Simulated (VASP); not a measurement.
# BAs (I-4m2) in VASP: further runs

The runs below take BAs through single point, with PBE, r2SCAN, HSE06.

Everything below comes from runs of VASP 6.6.1. Logs are shortened: lines on timing, memory, paths and dates and some standing lists are left out, and cuts for length are marked.

**1. The cell of the first run**

The structure is tetragonal, space group I-4m2 (No. 119). The conventional cell has a = 3.245 Å, b = 3.245 Å, c = 4.873 Å, α = 90.00°, β = 90.00°, γ = 90.00°. B (site symmetry -4m2) has 4 As at 2.03 Å within 2.7 Å. Within 2.7 Å of As (site symmetry -4m2) lie 4 B at 2.03 Å.

**2. Single point, PBE (epitaxial xy strain -4.1%)**

Contents of INCAR:

```
SYSTEM = BAs
ALGO = Normal
EDIFF = 1E-6
ENCUT = 520
GGA = PE
ISIF = 2
ISMEAR = -1
LASPH = .TRUE.
LCHARG = .FALSE.
LREAL = .FALSE.
LWAVE = .FALSE.
NBANDS = 11
NELM = 60
PREC = Accurate
SIGMA = 0.02
```

Contents of KPOINTS:

```
k-points
0
G
  10 10 10
  0 0 0
```

Contents of POSCAR:

```
BAs
1.0
    0.0000000000      2.2945185923      2.4367486877
    2.2945185923      0.0000000000      2.4367486877
    2.2945185923      2.2945185923      0.0000000000
B As
1 1
Direct
    0.0000000000      0.0000000000      0.0000000000
    0.2500000000      0.2500000000      0.2500000000
```

Potentials or basis: VASP PAW PBE potentials, release 64 (B, As).

Launch:

```sh
$ cat potpaw_PBE.64/B/POTCAR potpaw_PBE.64/As/POTCAR > POTCAR
$ mpirun -np 1 vasp_std > vasp.out
```

OUTCAR:

```text
SYSTEM = BAs
   EDIFF = 1E-6
   ENCUT = 520
   GGA = PE
   ISIF = 2
   ISMEAR = -1
   LASPH = .TRUE.
   LREAL = .FALSE.
   NELM = 60
   PREC = Accurate

 ion  position               nearest neighbor table
   1  0.000  0.000  0.000-   2 2.03   2 2.03   2 2.03   2 2.03
   2  0.250  0.250  0.250-   1 2.03   1 2.03   1 2.03   1 2.03

  LATTYP: Found a body centered tetragonal cell.
 ALAT       =     3.2449393123
 C/A-ratio  =     1.5018762776

  Lattice vectors:

 A1 = (  -2.2945185923,   0.0000000000,   2.4367486877)
 A2 = (   2.2945185923,   0.0000000000,   2.4367486877)
 A3 = (   0.0000000000,   2.2945185923,  -2.4367486877)

Analysis of symmetry for initial positions (statically):
=====================================================================
 Subroutine PRICEL returns:
 Original cell was already a primitive cell.

 Routine SETGRP: Setting up the symmetry group for a
 body centered tetragonal supercell.

 Subroutine GETGRP returns: Found  8 space group operations
 (whereof  8 operations were pure point group operations)
 out of a pool of 16 trial point group operations.

The static configuration has the point symmetry D_2d.

Analysis of symmetry for dynamics (positions and initial velocities):
=====================================================================
 Subroutine PRICEL returns:
 Original cell was already a primitive cell.

 Routine SETGRP: Setting up the symmetry group for a
 body centered tetragonal supercell.

 Subroutine GETGRP returns: Found  8 space group operations
 (whereof  8 operations were pure point group operations)
 out of a pool of 16 trial point group operations.

The dynamic configuration has the point symmetry D_2d.

 Subroutine INISYM returns: Found  8 space group operations
 (whereof  8 operations are pure point group operations),
 and found     1 'primitive' translations

----------------------------------------------------------------------------------------

                                     Primitive cell

  volume of cell :      25.6581

  direct lattice vectors                    reciprocal lattice vectors
     0.000000000  2.294518592  2.436748688    -0.217910633  0.217910633  0.205191451
     2.294518592  0.000000000  2.436748688     0.217910633 -0.217910633  0.205191451
     2.294518592  2.294518592  0.000000000     0.217910633  0.217910633 -0.205191451

  length of vectors
     3.347022518  3.347022518  3.244939312     0.370234547  0.370234547  0.370234547

  position of ions in fractional coordinates (direct lattice)
     0.000000000  0.000000000  0.000000000
     0.250000000  0.250000000  0.250000000

  ion indices of the primitive-cell ions
   primitive index   ion index
                 1           1
                 2           2

----------------------------------------------------------------------------------------

 KPOINTS: k-points

Automatic generation of k-mesh.
 Grid dimensions read from file:
 generate k-points for:   10   10   10

 Generating k-lattice:

  Cartesian coordinates                     Fractional coordinates (reciprocal lattice)
    -0.021791063  0.021791063  0.020519145     0.100000000  0.000000000  0.000000000
     0.021791063 -0.021791063  0.020519145     0.000000000  0.100000000  0.000000000
     0.021791063  0.021791063 -0.020519145    -0.000000000 -0.000000000  0.100000000

  Length of vectors
     0.037023455  0.037023455  0.037023455

  Shift w.r.t. Gamma in fractional coordinates (k-lattice)
     0.000000000  0.000000000  0.000000000

 Subroutine IBZKPT returns following result:
 ===========================================

 Found    102 irreducible k-points:

 Following reciprocal coordinates:
            Coordinates               Weight
  0.000000  0.000000  0.000000      1.000000
  0.100000 -0.000000  0.000000      8.000000
  0.200000 -0.000000  0.000000      8.000000
  0.300000 -0.000000  0.000000      8.000000
  0.400000  0.000000  0.000000      8.000000
  0.500000 -0.000000  0.000000      4.000000
[... 16 lines left out ...]
  0.300000  0.300000  0.000000      2.000000
  0.400000  0.300000  0.000000      8.000000
 [... further k-points ...]
   k-points           NKPTS =    102   k-points in BZ     NKDIM =    102   number of bands    NBANDS=     11
   number of dos      NEDOS =    301   number of ions     NIONS =      2
   total plane-waves  NPLWV =  18816
   dimension x,y,z NGX =    28 NGY =   28 NGZ =   24
   dimension x,y,z NGXF=    56 NGYF=   56 NGZF=   48
   ions per type =               1   1
   NGX,Y,Z   is equivalent  to a cutoff of  13.91, 13.91, 12.30 a.u.
   NGXF,Y,Z  is equivalent  to a cutoff of  27.82, 27.82, 24.59 a.u.
 SYSTEM =  BAs
   PREC   = accura    normal or accurate (medium, high low for compatibility)
   ISTART =      0    job   : 0-new  1-cont  2-samecut
   ICHARG =      2    charge: 1-file 2-atom 10-const
   ISPIN  =      1    spin polarized calculation?
   LNONCOLLINEAR =      F non collinear calculations
   LSORBIT =      F    spin-orbit coupling
   LASPH  =      T    aspherical Exc in radial PAW
   ENCUT  =  520.0 eV  38.22 Ry    6.18 a.u.   6.22  6.22  6.03*2*pi/ulx,y,z
   NELM   =     60;   NELMIN=  2; NELMDL= -5     # of ELM steps
   EDIFF  = 0.1E-05   stopping-criterion for ELM
   LREAL  =      F    real-space projection
   EDIFFG = 0.1E-04   stopping-criterion for IOM
   NSW    =      0    number of steps for IOM
   IBRION =     -1    ionic relax: 0-MD 1-quasi-New 2-CG
   NFREE  =      0    steps in history (QN), initial steepest desc. (CG)
   ISIF   =      2    stress and relaxation
   ISYM   =      2    0-nonsym 1-usesym 2-fastsym
   POTIM  = 0.5000    time-step for ionic-motion
   TEBEG  =    0.0;   TEEND  =   0.0 temperature during run
   PSTRESS=    0.0 pullay stress
   NELECT =       8.0000    total number of electrons
   NUPDOWN=      -1.0000    fix difference up-down
   EMIN   =  10.00;   EMAX   =-10.00  energy-range for DOS
   EFERMI =   0.00;   METHOD = LEGACY
   ISMEAR =    -1;   SIGMA  =   0.02  broadening in eV -4-tet -1-fermi 0-gaus
   EFERMI_NEDOS =   21; number of points for ismear=-14 and -15
   IALGO  =     38    algorithm
   IMIX   =      4    mixing-type and parameters
     AMIX     =   0.40;   BMIX     =  1.00
     AMIX_MAG =   1.60;   BMIX_MAG =  1.00
  volume/ion in A,a.u.               =      12.83        86.57
  Fermi-wavevector in a.u.,A,eV,Ry     =   1.110104  2.097792 16.766869  1.232330
  Thomas-Fermi vector in A             =   2.246651
   LORBIT       =      0    0 simple, 1 ext, 2 COOP (PROOUT), +10 PAW based schemes
   GGA     = PE    functional components
   LHFCALC =     F    Hartree Fock is set to
   AEXX    =    0.0000 exact exchange contribution
   IVDW    =     0    specifies the selected vdW correction
   LEPSILON=     F    determine dielectric tensor
   LRPA    =     F    only Hartree local field effects (RPA)
 non-spin polarized calculation
  energy-cutoff  :      520.00
  volume of cell :       25.66
 maximum number of plane-waves:       709
 NGX is ok and might be reduce to    28
   NGX = 13   NGY = 13   NGZ = 13

 number of electron       8.0000000 magnetization

 Free energy of the ion-electron system (eV)
  ---------------------------------------------------
  ext. energy  EPLUGINS =         0.00000000
  ---------------------------------------------------
  free energy    TOTEN  =       -11.28044643 eV

  energy without entropy =      -11.28044643  energy(sigma->0) =      -11.28044643

 E-fermi :   7.3409     XC(G=0): -10.8516

 val. band max:        7.0277934543   @ k =   0.0000   0.0000   0.0000
 cond. band min:       7.6667242176   @ k =   0.4000   0.0000   0.4000
 fundamental gap:      0.6389307633
 Fermi energy:         7.3409441797

 k-point     1 :       0.0000    0.0000    0.0000
  band No.  band energies     occupation
      1      -9.1536      2.00000
      2       6.3793      2.00000
      3       7.0278      2.00000
      4       7.0278      2.00000
      5      10.0623      0.00000
      6      10.0623      0.00000
      7      10.4460      0.00000
      8      12.2266      0.00000
      9      16.7165      0.00000
     10      19.0025      0.00000
     11      20.1506      0.00000

 k-point     2 :       0.1000   -0.0000    0.0000
  band No.  band energies     occupation
      1      -8.9798      2.00000
      2       5.3220      2.00000
      3       6.3152      2.00000
      4       6.7223      2.00000
      5      10.2615      0.00000
      6      10.5025      0.00000
      7      10.8780      0.00000
      8      12.9888      0.00000
      9      17.3876      0.00000
     10      18.0786      0.00000
     11      19.5360      0.00000

 k-point     3 :       0.2000   -0.0000    0.0000
  band No.  band energies     occupation
      1      -8.4660      2.00000
      2       2.9101      2.00000
      3       5.6098      2.00000
      4       6.1619      2.00000
      5      10.1506      0.00000
      6      11.3297      0.00000
      7      11.4908      0.00000
      8      14.4818      0.00000
      9      17.5153      0.00000
     10      18.5293      0.00000
     11      18.6568      0.00000

 k-point     4 :       0.3000   -0.0000    0.0000
  band No.  band energies     occupation
      1      -7.6464      2.00000
      2       0.5084      2.00000
      3       5.0131      2.00000
      4       5.6835      2.00000
      5       9.8746      0.00000
      6      11.7631      0.00000
      7      11.8703      0.00000
      8      15.5968      0.00000
      9      18.0697      0.00000
     10      18.7077      0.00000
     11      19.1598      0.00000
[... 239 lines left out ...]
 k-point    22 :      -0.2000    0.2000    0.0000
  band No.  band energies     occupation
      1      -7.3075      2.00000
      2       1.0176      2.00000
      3       2.2132      2.00000
      4       5.8517      2.00000
      5      11.3786      0.00000
      6      12.0616      0.00000
      7      12.6954      0.00000
      8      14.0190      0.00000
      9      17.0477      0.00000
     10      19.8396      0.00000
     11      21.5476      0.00000

 k-point    23 :       0.3000    0.3000    0.0000
  band No.  band energies     occupation
      1      -7.2747      2.00000
      2       1.0497      2.00000
      3       3.7723      2.00000
      4       3.7723      2.00000
      5       8.6878      0.00000
      6      10.6887      0.00000
      7      15.6117      0.00000
      8      15.6117      0.00000
      9      17.8493      0.00000
     10      22.1903      0.00000
     11      22.9332      0.00000

 k-point    24 :       0.4000    0.3000    0.0000
  band No.  band energies     occupation
      1      -6.5377      2.00000
      2      -0.1520      2.00000
      3       2.7901      2.00000
      4       3.4880      2.00000
      5       9.0081      0.00000
      6      10.6156      0.00000
      7      15.9721      0.00000
      8      16.3269      0.00000
      9      18.9589      0.00000
     10      23.0762      0.00000
     11      23.4163      0.00000

 [... further k-points ...]

------------------------ aborting loop because EDIFF is reached ----------------------------------------

  FORCE on cell =-STRESS in cart. coord.  units (eV):
  Direction    XX          YY          ZZ          XY          YZ          ZX
  --------------------------------------------------------------------------------------
  -------------------------------------------------------------------------------------
  Total        2.8916942      2.8916942      0.6071871      0.0000000      0.0000000     -0.0000000
  in kB      180.5672753    180.5672753     37.9148414      0.0000000      0.0000000     -0.0000000
  external PRESSURE =     133.0164640 kB  Pullay stress =       0.0000000 kB

 VOLUME and BASIS-vectors are now :
 -----------------------------------------------------------------------------
  energy-cutoff  :      520.00
  volume of cell :       25.66
      direct lattice vectors                 reciprocal lattice vectors
     0.000000000  2.294518592  2.436748688    -0.217910633  0.217910633  0.205191451
     2.294518592  0.000000000  2.436748688     0.217910633 -0.217910633  0.205191451
     2.294518592  2.294518592  0.000000000     0.217910633  0.217910633 -0.205191451

 POSITION                                       TOTAL-FORCE (eV/Angst)
 -----------------------------------------------------------------------------------
      0.00000      0.00000      0.00000        -0.000000     -0.000000      0.000000
      1.14726      1.14726      1.21837         0.000000      0.000000      0.000000
 -----------------------------------------------------------------------------------
    total drift:                               -0.000000     -0.000000      0.000000

  FREE ENERGIE OF THE ION-ELECTRON SYSTEM (eV)
  ---------------------------------------------------
  free  energy   TOTEN  =       -11.2804464339 eV

  energy  without entropy=      -11.2804464335  energy(sigma->0) =      -11.28044643
```

It took 73 s on 1 thread of AMD EPYC 7R13 (Zen 3), shared host; peak memory 0.13 GiB.

What came out:

```
Free energy            : -11.2804 eV
Pressure               : 13.3 GPa
Band gap on the k mesh : 0.64 eV, indirect (least direct gap 3.03 eV)
```

Stress tensor (GPa, compression positive):
```
18.06  0.00  0.00
 0.00 18.06  0.00
 0.00  0.00  3.79
```

Levels at points of the mesh, in eV from the valence-band top:
```csv
k point,band 2,band 3,band 4,band 5,band 6,band 7
"(0.00, 0.00, 0.00)",-0.65,0.00,0.00,3.03,3.03,3.42
"(0.50, 0.00, 0.00)",-9.46,-2.53,-1.74,2.56,4.65,4.92
"(0.50, 0.50, 0.00)",-9.42,-4.14,-4.14,1.61,1.73,11.69
"(0.50, 0.00, 0.50)",-8.91,-4.79,-4.68,0.91,0.91,11.10
```

Caveat: the cell differs from its parent crystal (epitaxial xy strain -4.1%).

[end of part 1 of 2]
